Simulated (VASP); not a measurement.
LiSe2, 3 atoms in the cell. It takes space group R-3m (No. 166, trigonal). Conventional cell: a = 3.736 Å, b = 3.736 Å, c = 18.011 Å, α = 90.00°, β = 90.00°, γ = 120.00°. Within 3.5 Å of Li (site symmetry -3m) lie 6 Se at 2.65 Å. Within 3.5 Å of Se (site symmetry 3m) lie 3 Li at 2.65 Å. 

```yaml
Program: VASP 6.6.1
Task: single point
Functional: PBE
Dispersion: D3(BJ)
Potentials_or_basis: VASP PAW PBE potentials, release 64 (Li_sv, Se)
Cutoff: 520 eV
k_mesh: 6 × 6 × 6
Occupations: gaussian, width 0.1 eV
Spin: no spin polarisation
Dipole_correction: no
Further_INCAR_settings: ALGO = Normal; EDIFF = 1e-06; NBANDS = 14
```

Potentials or basis: VASP PAW PBE potentials, release 64 (Li_sv, Se).

Command:

```console
$ cat potpaw_PBE.64/Li_sv/POTCAR potpaw_PBE.64/Se/POTCAR > POTCAR
$ mpirun -np 1 vasp_std > vasp.out
```

Hardware: 1 thread of Intel(R) Xeon(R) Platinum 8488C (Sapphire Rapids), with other jobs on the host.

Question: How long does it take, and how much memory?

Answer: Wall time 120 s on 1 thread of Intel(R) Xeon(R) Platinum 8488C (Sapphire Rapids), with other jobs on the host, peak memory 0.32 GiB. Counts: scf iterations 12, k points 32.
